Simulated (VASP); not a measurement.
La2O3:

```
CELL_PARAMETERS angstrom
3.93078 0.00000 0.00000
-1.96539 3.40415 0.00000
0.00000 0.00000 6.11195
ATOMIC_POSITIONS crystal
La 0.66667 0.33333 0.75376
La 0.33333 0.66667 0.24624
O 0.66667 0.33333 0.35411
O 0.33333 0.66667 0.64589
O 0.00000 0.00000 0.00000
```

Base run:

| Quantity | Value |
| --- | --- |
| Program | VASP 6.6.1 |
| Functional | BLYP |
| Potentials or basis | VASP PAW PBE potentials, release 64 (La, O) |
| Cutoff | 520 eV |
| k mesh | 6 × 6 × 4 |
| Occupations | gaussian, width 0.01 eV |
| Spin | no spin polarisation |

Its results: band gap on the k mesh 3.91 eV (least direct gap 4.06 eV); pressure 6.6 GPa; largest force 0.140 eV/Å.

Q: The run is repeated on the same cell with these changes: functional from BLYP to PBE. What comes out?

A: Band gap on the k mesh 3.86 eV (least direct gap 3.98 eV); pressure 1.6 GPa; largest force 0.011 eV/Å.

PBE binds more tightly than BLYP, so the same cell stands under less pressure.

Caveats: spin-orbit coupling is left out, which moves the levels of the heavy elements; the cell stands under pressure (at least some runs); the PAW data sets were made with another functional, which shifts forces and pressure a little (at least some runs).

A k mesh can miss the band edges.
